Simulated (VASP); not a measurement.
# GaB (P4/mmm) in VASP: a series of runs

Aim: see how the results for GaB move with the level of theory and the settings. Levels: HSE06, PBEsol-based global hybrid with 25 % exact exchange, B3LYP. Tasks: single point.

Program: VASP 6.6.1. These are calculated values, not measurements. Logs are shortened: lines on timing, memory, paths and dates and some standing lists are left out, and cuts for length are marked.

### 1 The cell of the first run

The structure is tetragonal, space group P4/mmm (No. 123). The conventional cell has a = 2.693 Å, b = 2.693 Å, c = 3.177 Å, α = 90.00°, β = 90.00°, γ = 90.00°. Within 3.3 Å of Ga (site symmetry 4/mmm) lie 8 B at 2.48 Å and 6 Ga at 2.69 to 3.18 Å. B (site symmetry 4/mmm) has 8 Ga at 2.48 Å and 6 B at 2.69 to 3.18 Å within 3.3 Å.

### 2 Single point, HSE06

POSCAR reads:

```
GaB
1.0
    2.6928590801      0.0000000000      0.0000000000
    0.0000000000      2.6928590801      0.0000000000
    0.0000000000      0.0000000000      3.1770361704
Ga B
1 1
Direct
    0.5000000000      0.5000000000      0.5000000000
    0.0000000000      0.0000000000      0.0000000000
```

INCAR.step1 reads:

```
SYSTEM = GaB
PREC = Accurate ; ENCUT = 520
EDIFF = 1E-5 ; ISMEAR = -1
SIGMA = 0.05 ; LREAL = .False.
LASPH = .True. ; NELM = 80
ALGO = Normal ; ISIF = 2
LWAVE = .True. ; LCHARG = .False.
GGA = PE ; NBANDS = 15
```

INCAR.step2 reads:

```
SYSTEM = GaB
PREC = Accurate ; ENCUT = 520
EDIFF = 1E-6 ; ISMEAR = -1
SIGMA = 0.05 ; LREAL = .False.
LASPH = .True. ; NELM = 80
ALGO = Normal ; ISIF = 2
LWAVE = .False. ; LCHARG = .False.
GGA = PE ; LHFCALC = .True.
HFSCREEN = 0.2079 ; PRECFOCK = Normal
ISTART = 1 ; NBANDS = 15
```

KPOINTS reads:

```
regular mesh
0
Gamma
  5 5 4
  0 0 0
```

Potentials or basis: VASP PAW PBE potentials, release 64 (Ga_d, B).

Command:

```sh
$ cat potpaw_PBE.64/Ga_d/POTCAR potpaw_PBE.64/B/POTCAR > POTCAR
$ cp INCAR.step1 INCAR
$ mpirun -np 1 vasp_std > vasp.out
$ cp INCAR.step2 INCAR
$ mpirun -np 1 vasp_std > vasp.out
```

OUTCAR:

```text
SYSTEM = GaB
   PREC = Accurate
   ENCUT = 520
   EDIFF = 1E-6
   ISMEAR = -1
   LREAL = .False.
   LASPH = .True.
   NELM = 80
   ISIF = 2
   GGA = PE
   LHFCALC = .True.
   HFSCREEN = 0.2079
   PRECFOCK = Normal
   ISTART = 1

 ion  position               nearest neighbor table
   1  0.500  0.500  0.500-   2 2.48   2 2.48   2 2.48   2 2.48   2 2.48   2 2.48   2 2.48   2 2.48

   2  0.000  0.000  0.000-   1 2.48   1 2.48   1 2.48   1 2.48   1 2.48   1 2.48   1 2.48   1 2.48

  LATTYP: Found a simple tetragonal cell.
 ALAT       =     2.6928590801
 C/A-ratio  =     1.1798003816

  Lattice vectors:

 A1 = (   2.6928590801,   0.0000000000,   0.0000000000)
 A2 = (   0.0000000000,   2.6928590801,   0.0000000000)
 A3 = (   0.0000000000,   0.0000000000,   3.1770361704)

Analysis of symmetry for initial positions (statically):
=====================================================================
 Subroutine PRICEL returns:
 Original cell was already a primitive cell.

 Routine SETGRP: Setting up the symmetry group for a
 simple tetragonal supercell.

 Subroutine GETGRP returns: Found 16 space group operations
 (whereof 16 operations were pure point group operations)
 out of a pool of 16 trial point group operations.

The static configuration has the point symmetry D_4h.

Analysis of symmetry for dynamics (positions and initial velocities):
=====================================================================
 Subroutine PRICEL returns:
 Original cell was already a primitive cell.

 Routine SETGRP: Setting up the symmetry group for a
 simple tetragonal supercell.

 Subroutine GETGRP returns: Found 16 space group operations
 (whereof 16 operations were pure point group operations)
 out of a pool of 16 trial point group operations.

The dynamic configuration has the point symmetry D_4h.

 Subroutine INISYM returns: Found 16 space group operations
 (whereof 16 operations are pure point group operations),
 and found     1 'primitive' translations

----------------------------------------------------------------------------------------

                                     Primitive cell

  volume of cell :      23.0382

  direct lattice vectors                    reciprocal lattice vectors
     2.692859080  0.000000000  0.000000000     0.371352518  0.000000000  0.000000000
     0.000000000  2.692859080  0.000000000     0.000000000  0.371352518  0.000000000
     0.000000000  0.000000000  3.177036170     0.000000000  0.000000000  0.314758771
[... 94 lines left out ...]
   IALGO  =     38    algorithm
   IMIX   =      1    mixing-type and parameters
     AMIX     =   0.40;   BMIX     =  1.00
     AMIX_MAG =   1.60;   BMIX_MAG =  1.00
  volume/ion in A,a.u.               =      11.52        77.73
  Fermi-wavevector in a.u.,A,eV,Ry     =   1.449767  2.739663 28.597075  2.101826
  Thomas-Fermi vector in A             =   2.567456
   LORBIT       =      0    0 simple, 1 ext, 2 COOP (PROOUT), +10 PAW based schemes
   GGA     = PE    functional components
   LHFCALC =     T    Hartree Fock is set to
   PRECFOCK=normal    Normal, Fast or Accurate (Low or Medium for compatibility)
   ENCUT4O =  -1.0   cutoff for four orbital integrals eV
   NKREDX  =     1    reduce k-point grid by
   NKREDY  =     1    reduce k-point grid by
   NKREDZ  =     1    reduce k-point grid by
   AEXX    =    0.2500 exact exchange contribution
   HFSCREEN=    0.2079 screening length (either q_TF or 0.3 A-1)
   HFSCREENC=   0.2079 screening length for correlation (either q_TF or 0.3 A-1)
   ENCUTFOCK=  -1.0 apply spherical cutoff to Coloumb kernel
   IVDW    =     0    specifies the selected vdW correction
   LEPSILON=     F    determine dielectric tensor
   LRPA    =     F    only Hartree local field effects (RPA)
 non-spin polarized calculation
  energy-cutoff  :      520.00
  volume of cell :       23.04
 maximum number of plane-waves:       628
  NGX = 16; NGY = 16; NGZ = 18

 number of electron      16.0000002 magnetization

 Free energy of the ion-electron system (eV)
  ---------------------------------------------------
  ext. energy  EPLUGINS =         0.00000000
  ---------------------------------------------------
  free energy    TOTEN  =        -8.09664238 eV

  energy without entropy =       -8.09049758  energy(sigma->0) =       -8.09356998

 E-fermi :   7.3565     XC(G=0):  -9.8648

 val. band max:        7.3537384120   @ k =   0.4000   0.4000   0.2500
 cond. band min:       7.8286930907   @ k =   0.2000   0.2000   0.2500
 fundamental gap:      0.4749546787
 Fermi energy:         7.3564565532

 k-point     1 :       0.0000    0.0000    0.0000
  band No.  band energies     occupation
      1     -11.0399      2.00000
      2     -10.8763      2.00000
      3     -10.5599      2.00000
      4     -10.5599      2.00000
      5     -10.4942      2.00000
      6      -8.1685      2.00000
      7       5.2601      2.00000
      8      10.0278      0.00000
      9      10.4418      0.00000
     10      10.4418      0.00000
     11      17.2487      0.00000
     12      17.3611      0.00000
     13      22.4463      0.00000
     14      23.6247      0.00000
[... 293 lines left out ...]
      2     -10.8456      2.00000
      3     -10.8280      2.00000
      4     -10.4758      2.00000
      5     -10.4166      2.00000
      6       2.4526      2.00000
      7       3.3056      2.00000
      8       6.0396      2.00000
      9       6.5393      2.00000
     10       7.9885      0.00001
     11       8.4148      0.00000
     12      11.5530      0.00000
     13      12.9849      0.00000
     14      27.3507      0.00000
     15      31.8167      0.00000

------------------------ aborting loop because EDIFF is reached ----------------------------------------

  FORCE on cell =-STRESS in cart. coord.  units (eV):
  Direction    XX          YY          ZZ          XY          YZ          ZX
  --------------------------------------------------------------------------------------
  -------------------------------------------------------------------------------------
  Total        0.0545597      0.0545597      0.0457954      0.0000000      0.0000000      0.0000000
  in kB        3.7943108      3.7943108      3.1848083      0.0000000      0.0000000      0.0000000
  external PRESSURE =       3.5911433 kB  Pullay stress =       0.0000000 kB

 VOLUME and BASIS-vectors are now :
 -----------------------------------------------------------------------------
  energy-cutoff  :      520.00
  volume of cell :       23.04
      direct lattice vectors                 reciprocal lattice vectors
     2.692859080  0.000000000  0.000000000     0.371352518  0.000000000  0.000000000
     0.000000000  2.692859080  0.000000000     0.000000000  0.371352518  0.000000000
     0.000000000  0.000000000  3.177036170     0.000000000  0.000000000  0.314758771

 POSITION                                       TOTAL-FORCE (eV/Angst)
 -----------------------------------------------------------------------------------
      1.34643      1.34643      1.58852         0.000000      0.000000      0.000000
      0.00000      0.00000      0.00000         0.000000      0.000000      0.000000
 -----------------------------------------------------------------------------------
    total drift:                                0.000002      0.000050      0.000128

  FREE ENERGIE OF THE ION-ELECTRON SYSTEM (eV)
  ---------------------------------------------------
  free  energy   TOTEN  =        -8.0966423770 eV

  energy  without entropy=       -8.0904975806  energy(sigma->0) =       -8.09356998
```

OSZICAR.step1:

```text
N       E                     dE             d eps       ncg     rms          rms(c)
DAV:   1     0.649363207265E+02    0.64936E+02   -0.77648E+03   563   0.195E+03
DAV:   2    -0.331581455042E+01   -0.68252E+02   -0.63718E+02   582   0.321E+02
DAV:   3    -0.735566080394E+01   -0.40398E+01   -0.40014E+01   687   0.562E+01
DAV:   4    -0.738942351611E+01   -0.33763E-01   -0.33760E-01   596   0.554E+00
DAV:   5    -0.738977399194E+01   -0.35048E-03   -0.35046E-03   660   0.548E-01    0.221E+00
DAV:   6    -0.715167702683E+01    0.23810E+00   -0.23800E-01   799   0.119E+01    0.953E-01
DAV:   7    -0.712838795309E+01    0.23289E-01   -0.36278E-02   768   0.170E+00    0.415E-01
DAV:   8    -0.712503368923E+01    0.33543E-02   -0.41343E-03   713   0.963E-01    0.849E-02
DAV:   9    -0.712487489177E+01    0.15880E-03   -0.39964E-04   711   0.386E-01    0.158E-02
DAV:  10    -0.712487519179E+01   -0.30002E-06   -0.15164E-05   528   0.398E-02
   1 F= -.71248752E+01 E0= -.71210621E+01  d E =-.762622E-02
```

It took 3.8 min on 1 thread of Intel Xeon 6975P-C (Granite Rapids), shared host; peak memory 0.24 GiB.

What came out:

```
Free energy            : -8.0966 eV
Pressure               : 0.4 GPa
Band gap on the k mesh : zero (bands 8 and 9 overlap by 7.94 eV)
```

Levels at points of the mesh, in eV from the Fermi level:
```tsv
k point	band 5	band 6	band 7	band 8	band 9	band 10	band 11	band 12
(0.00, 0.00, 0.00)	-17.85	-15.52	-2.10	2.67	3.09	3.09	9.89	10.00
(0.00, 0.00, 0.50)	-17.85	-11.62	-11.51	5.15	5.15	9.53	10.63	10.63
```

Caveat: the k points lie up to 0.49 Å⁻¹ apart, too coarse for converged energies and pressures of a metal; the PAW data sets were made with another functional, which shifts forces and pressure a little.

(Continued in part 2 of 2.)
